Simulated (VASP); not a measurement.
# PbSe (Fm-3m) in VASP: notebook, part 2 of 2

VASP 6.6.1. The steps go on from the part before.

## 3. Single point, PBEsol

This run uses another cell than the first one, of 24.76 Å³/atom.

File INCAR:

```
SYSTEM = PbSe
PREC = Accurate ; ENCUT = 520
EDIFF = 1E-6 ; ISMEAR = 0
SIGMA = 0.01 ; LREAL = .FALSE.
LASPH = .TRUE. ; NELM = 80
ALGO = Normal ; ISIF = 2
LWAVE = .FALSE. ; LCHARG = .TRUE.
GGA = PS ; LELF = .TRUE.
LVHAR = .TRUE. ; NBANDS = 17
```

File KPOINTS:

```
Automatic mesh
0
G
  14 14 14
  0 0 0
```

File POSCAR:

```
PbSe
1.0
    0.0000000000      2.9145363110      2.9145363110
    2.9145363110      0.0000000000      2.9145363110
    2.9145363110      2.9145363110      0.0000000000
Pb Se
1 1
Direct
    0.0000000000      0.0000000000      0.0000000000
    0.5000000000      0.5000000000      0.5000000000
```

Potentials or basis: VASP PAW PBE potentials, release 64 (Pb_d, Se).

Command:

```console
$ cat potpaw_PBE.64/Pb_d/POTCAR potpaw_PBE.64/Se/POTCAR > POTCAR
$ mpirun -np 1 vasp_std > vasp.out
```

OUTCAR:

```text
SYSTEM = PbSe
   PREC = Accurate
   ENCUT = 520
   EDIFF = 1E-6
   ISMEAR = 0
   LREAL = .FALSE.
   LASPH = .TRUE.
   NELM = 80
   ISIF = 2
   GGA = PS

 ion  position               nearest neighbor table
   1  0.000  0.000  0.000-   2 2.91   2 2.91   2 2.91   2 2.91   2 2.91   2 2.91
   2  0.500  0.500  0.500-   1 2.91   1 2.91   1 2.91   1 2.91   1 2.91   1 2.91

  LATTYP: Found a face centered cubic cell.
 ALAT       =     5.8290726220

  Lattice vectors:

 A1 = (   0.0000000000,   2.9145363110,   2.9145363110)
 A2 = (   2.9145363110,   0.0000000000,   2.9145363110)
 A3 = (   2.9145363110,   2.9145363110,   0.0000000000)

Analysis of symmetry for initial positions (statically):
=====================================================================
 Subroutine PRICEL returns:
 Original cell was already a primitive cell.

 Routine SETGRP: Setting up the symmetry group for a
 face centered cubic supercell.

 Subroutine GETGRP returns: Found 48 space group operations
 (whereof 48 operations were pure point group operations)
 out of a pool of 48 trial point group operations.

The static configuration has the point symmetry O_h .

Analysis of symmetry for dynamics (positions and initial velocities):
[... 162 lines left out ...]
 cond. band min:       7.0491314525   @ k =  -0.4286   0.0714   0.0000
 fundamental gap:      0.3834363445
 Fermi energy:         6.7709244523

 k-point     1 :       0.0000    0.0000    0.0000
  band No.  band energies     occupation
      1     -10.2106      2.00000
      2     -10.2106      2.00000
      3     -10.2030      2.00000
      4     -10.2030      2.00000
      5     -10.2030      2.00000
      6      -8.1167      2.00000
[... 457 lines left out ...]
      4     -10.1743      2.00000
      5     -10.1643      2.00000
      6      -7.3921      2.00000
[... 9 lines left out ...]
     16      15.6112      0.00000
     17      17.8468      0.00000

 [... further k-points ...]

------------------------ aborting loop because EDIFF is reached ----------------------------------------

  FORCE on cell =-STRESS in cart. coord.  units (eV):
  Direction    XX          YY          ZZ          XY          YZ          ZX
  --------------------------------------------------------------------------------------
  -------------------------------------------------------------------------------------
  Total        3.0936901      3.0936901      3.0936901      0.0000000      0.0000000      0.0000000
  in kB      100.1034354    100.1034354    100.1034354      0.0000000      0.0000000      0.0000000
  external PRESSURE =     100.1034354 kB  Pullay stress =       0.0000000 kB

 VOLUME and BASIS-vectors are now :
 -----------------------------------------------------------------------------
  energy-cutoff  :      520.00
  volume of cell :       49.52
      direct lattice vectors                 reciprocal lattice vectors
     0.000000000  2.914536311  2.914536311    -0.171553876  0.171553876  0.171553876
     2.914536311  0.000000000  2.914536311     0.171553876 -0.171553876  0.171553876
     2.914536311  2.914536311  0.000000000     0.171553876  0.171553876 -0.171553876

 POSITION                                       TOTAL-FORCE (eV/Angst)
 -----------------------------------------------------------------------------------
      0.00000      0.00000      0.00000         0.000000     -0.000000      0.000000
      2.91454      2.91454      2.91454        -0.000000      0.000000     -0.000000
 -----------------------------------------------------------------------------------
    total drift:                                0.000000     -0.000000     -0.000000

  FREE ENERGIE OF THE ION-ELECTRON SYSTEM (eV)
  ---------------------------------------------------
  free  energy   TOTEN  =        -8.7120339975 eV

  energy  without entropy=       -8.7120339975  energy(sigma->0) =       -8.71203400
```

OSZICAR:

```text
N       E                     dE             d eps       ncg     rms          rms(c)
DAV:   1     0.157934416848E+03    0.15793E+03   -0.97118E+03  3592   0.125E+03
DAV:   2     0.225056965116E+01   -0.15568E+03   -0.14982E+03  3791   0.319E+02
DAV:   3    -0.865690252718E+01   -0.10907E+02   -0.10802E+02  4516   0.891E+01
DAV:   4    -0.890341555829E+01   -0.24651E+00   -0.24633E+00  4426   0.142E+01
DAV:   5    -0.891124470481E+01   -0.78291E-02   -0.78288E-02  5080   0.254E+00    0.324E+00
DAV:   6    -0.872189957722E+01    0.18935E+00   -0.40446E-01  5631   0.559E+00    0.198E+00
DAV:   7    -0.871204054089E+01    0.98590E-02   -0.87474E-02  4773   0.170E+00    0.887E-01
DAV:   8    -0.871213086550E+01   -0.90325E-04   -0.76341E-03  4636   0.105E+00    0.633E-02
DAV:   9    -0.871202491116E+01    0.10595E-03   -0.88589E-04  5525   0.350E-01    0.504E-02
DAV:  10    -0.871203530836E+01   -0.10397E-04   -0.79342E-05  4156   0.709E-02    0.153E-02
DAV:  11    -0.871203438657E+01    0.92180E-06   -0.25007E-05  5551   0.587E-02    0.119E-02
DAV:  12    -0.871203399751E+01    0.38906E-06   -0.16956E-06  3641   0.981E-03
   1 F= -.87120340E+01 E0= -.87120340E+01  d E =-.667943E-53
```

Run time: 34 s. Hardware: 1 thread of Intel Xeon Platinum 8559C (Emerald Rapids), shared host; peak memory 0.23 GiB.

Results:

| Property | Result |
| --- | --- |
| Free energy | -8.7120 eV |
| Pressure | 10.0 GPa |
| Band gap on the k mesh | 0.38 eV (least direct gap 0.40 eV) |

Caveat: the cell stands under pressure; the PAW data sets were made with another functional, which shifts forces and pressure a little; spin-orbit coupling is left out, which moves the levels of the heavy elements. A k mesh can miss the band edges.

## 4. Single point, PBEsol

This run uses another cell than the first one, of 25.62 Å³/atom.

File INCAR:

```
PREC     = Accurate       # precision mode
ENCUT    = 520            # plane-wave cutoff, eV
EDIFF    = 1E-6           # SCF threshold, eV
ISMEAR   = 0              # smearing method
SIGMA    = 0.01           # smearing width, eV
LREAL    = F              # projectors in reciprocal space
LASPH    = T              # aspherical terms in the spheres
NELM     = 80             # most SCF steps
ALGO     = Normal         # electronic algorithm
ISIF     = 2              # what is computed and relaxed
LWAVE    = F              # write WAVECAR
LCHARG   = T              # write CHGCAR
GGA      = PS             # functional
LELF     = T              # ELF
LVHAR    = T            
NBANDS   = 17             # bands
```

File KPOINTS:

```
regular mesh
0
Gamma
  14 14 14
```

File POSCAR:

```
PbSe
1.0
    0.0000000000      2.9479987642      2.9479987642
    2.9479987642      0.0000000000      2.9479987642
    2.9479987642      2.9479987642      0.0000000000
Pb Se
1 1
Direct
    0.0000000000      0.0000000000      0.0000000000
    0.5000000000      0.5000000000      0.5000000000
```

Command:

```console
$ cat potpaw_PBE.64/Pb_d/POTCAR potpaw_PBE.64/Se/POTCAR > POTCAR
$ mpirun -np 1 vasp_std > vasp.out
```

Run time: 35 s. Hardware: 1 thread of Intel Xeon Platinum 8559C (Emerald Rapids), shared host; peak memory 0.24 GiB.

The run converged. Its results:

```
Free energy            : -8.8037 eV
Pressure               : 7.0 GPa
Band gap on the k mesh : 0.24 eV
```

Levels at points of the mesh, in eV from the valence-band top:
| k point | band 8 | band 9 | band 10 | band 11 | band 12 | band 13 |
| --- | --- | --- | --- | --- | --- | --- |
| (0.00, 0.00, 0.00) | -2.31 | -2.31 | -2.31 | 5.02 | 5.02 | 5.02 |
| (0.50, 0.00, 0.00) | -1.80 | -1.80 | 0.00 | 0.24 | 1.48 | 1.48 |
| (0.50, 0.50, 0.00) | -5.92 | -3.90 | -3.90 | 3.18 | 6.13 | 6.13 |

Caveat: the cell stands under pressure; the PAW data sets were made with another functional, which shifts forces and pressure a little; spin-orbit coupling is left out, which moves the levels of the heavy elements. A k mesh can miss the band edges.

## 5. Single point, PBEsol

This run uses another cell than the first one, of 26.64 Å³/atom.

File INCAR:

```
SYSTEM = PbSe
PREC     = Accurate       ! precision mode
ENCUT    = 520            ! plane-wave cutoff, eV
EDIFF    = 1E-6           ! SCF threshold, eV
ISMEAR   = 0              ! smearing method
SIGMA    = 0.01           ! smearing width, eV
LREAL    = .FALSE.        ! projectors in reciprocal space
LASPH    = .TRUE.         ! aspherical terms in the spheres
NELM     = 60             ! most SCF steps
ALGO     = Normal         ! electronic algorithm
ISIF     = 2              ! what is computed and relaxed
LWAVE    = .FALSE.        ! write WAVECAR
LCHARG   = .FALSE.        ! write CHGCAR
GGA      = PS             ! functional
NBANDS   = 17             ! bands
```

File KPOINTS:

```
regular mesh
0
G
  14 14 14
  0 0 0
```

File POSCAR:

```
PbSe
1.0
    0.0000000000      2.9865272195      2.9865272195
    2.9865272195      0.0000000000      2.9865272195
    2.9865272195      2.9865272195      0.0000000000
Pb Se
1 1
Direct
    0.0000000000      0.0000000000      0.0000000000
    0.5000000000      0.5000000000      0.5000000000
```

Command:

```console
$ cat potpaw_PBE.64/Pb_d/POTCAR potpaw_PBE.64/Se/POTCAR > POTCAR
$ mpirun -np 1 vasp_std > vasp.out
```

Run time: 35 s. Hardware: 1 thread of Intel Xeon Platinum 8559C (Emerald Rapids), shared host; peak memory 0.24 GiB.

The run converged. Its results:

* Free energy: -8.8734 eV
* Pressure: 4.0 GPa
* Band gap on the k mesh: 0.07 eV

Levels at points of the mesh, in eV from the valence-band top:
```
           k point  band 7  band 8  band 9  band 10  band 11  band 12  band 13  band 14
(0.00, 0.00, 0.00)   -6.22   -2.23   -2.23    -2.23     4.83     4.83     4.83     6.27
(0.50, 0.00, 0.00)   -9.30   -1.75   -1.75     0.00     0.07     1.47     1.47     8.49
(0.50, 0.50, 0.00)   -7.56   -5.67   -3.74    -3.74     3.25     5.86     5.86     6.32
```

Caveat: the cell stands under pressure; the PAW data sets were made with another functional, which shifts forces and pressure a little; spin-orbit coupling is left out, which moves the levels of the heavy elements.

## 6. Overview

| cell | gap on the mesh (eV) | pressure (GPa) |
| --- | --- | --- |
| a = 4.056 Å, angles 60.0°, 2 atoms | 0.40 | 15.0 |
| a = 4.122 Å, angles 60.0°, 2 atoms | 0.38 | 10.0 |
| a = 4.169 Å, angles 60.0°, 2 atoms | 0.24 | 7.0 |
| a = 4.224 Å, angles 60.0°, 2 atoms | 0.07 | 4.0 |

Alike in all rows: task single point; level PBEsol; potentials or basis VASP PAW PBE potentials, release 64 (Pb_d, Se); no spin polarisation; k mesh 14 × 14 × 14; cutoff (eV) 520; smearing gaussian 0.01 eV.

Caveats: the cell stands under pressure; the PAW data sets were made with another functional, which shifts forces and pressure a little; spin-orbit coupling is left out, which moves the levels of the heavy elements.

Absolute energies hang on the potentials; compare differences alone.
